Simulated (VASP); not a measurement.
The system is PbO.

```
CELL_PARAMETERS angstrom
0.00000 2.60652 2.54240
2.60652 0.00000 2.54240
2.60652 2.60652 0.00000
ATOMIC_POSITIONS crystal
Pb 0.00000 0.00000 0.00000
O 0.50000 0.50000 0.50000
```

This cell differs from its parent crystal: uniaxial z strain -2.5%.

Base run:

```yaml
Program: VASP 6.6.1
Functional: PBE
Potentials_or_basis: VASP PAW PBE potentials, release 64 (Pb_d, O)
Cutoff: 520 eV
k_mesh: 8 × 8 × 8
Occupations: fermi-dirac, width 0.02 eV
Spin: no spin polarisation
```

Its results: band gap on the k mesh 0.59 eV (least direct gap 0.67 eV); pressure 5.4 GPa.

Problem. The run is repeated on the same cell with these changes: functional from PBE to r2SCAN. What comes out?

Solution. Band gap on the k mesh 0.43 eV; pressure 2.9 GPa.

Caveats: spin-orbit coupling is left out, which moves the levels of the heavy elements; the cell stands under pressure (at least some runs); the PAW data sets were made with another functional, which shifts forces and pressure a little (at least some runs).

A k mesh can miss the band edges.
